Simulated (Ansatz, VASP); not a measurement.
Ge: VASP beside Ansatz

File INCAR:

```
SYSTEM = Ge
PREC = Accurate
ENCUT = 520
EDIFF = 1E-6
ISMEAR = -1
SIGMA = 0.1
LREAL = .FALSE.
LASPH = .TRUE.
NELM = 100
ALGO = Normal
ISIF = 2
LWAVE = .FALSE.
LCHARG = .FALSE.
GGA = PS
NBANDS = 21
```

The input KPOINTS:

```
Automatic mesh
0
G
  11 11 11
  0 0 0
```

The input POSCAR:

```
Ge
1.0
   -2.5744900000      2.5744900000      1.3974130000
    2.5744900000     -2.5744900000      1.3974130000
    2.5744900000      2.5744900000     -1.3974130000
Ge
2
Direct
    0.2500000000      0.7500000000      0.5000000000
    0.5000000000      0.5000000000      0.0000000000
```

Input for Ansatz:

```yaml
crystal:
  lattice:
    - [-2.57449, 2.57449, 1.397413]
    - [2.57449, -2.57449, 1.397413]
    - [2.57449, 2.57449, -1.397413]
  atoms:
    - { symbol: Ge, position: [0.25, 0.75, 0.5] }
    - { symbol: Ge, position: [0.5, 0.5, 0.0] }
basis:
  ecutwfc: 450.0
kpoints:
  mp_grid:
    grid: [11, 11, 11]
hamiltonian:
  xc: pbesol
scf:
  occupations:
    method: fermi_dirac
output:
  stress: true
```

Alike in both runs: task single point; functional PBEsol; k mesh 11 × 11 × 11; no spin polarisation.

|  | VASP | Ansatz |
| --- | --- | --- |
| version | VASP 6.6.1 | Ansatz 0.2.0 |
| potentials or method | VASP PAW PBE potentials, release 64 (Ge_d), cutoff 520 eV | plane waves, PAW |
| occupations | fermi-dirac, width 0.1 eV | fermi-dirac |
| valence electrons in the cell | 28 | 28 |

|  | VASP | Ansatz | Ansatz less VASP |
| --- | --- | --- | --- |
| pressure (GPa) | -0.7 | -0.6 | +0.06 |
| traceless stress, the component that is largest in VASP (GPa) | -0.22 | -0.25 | -0.025 |

VASP's potentials were made for PBE, not for PBEsol.
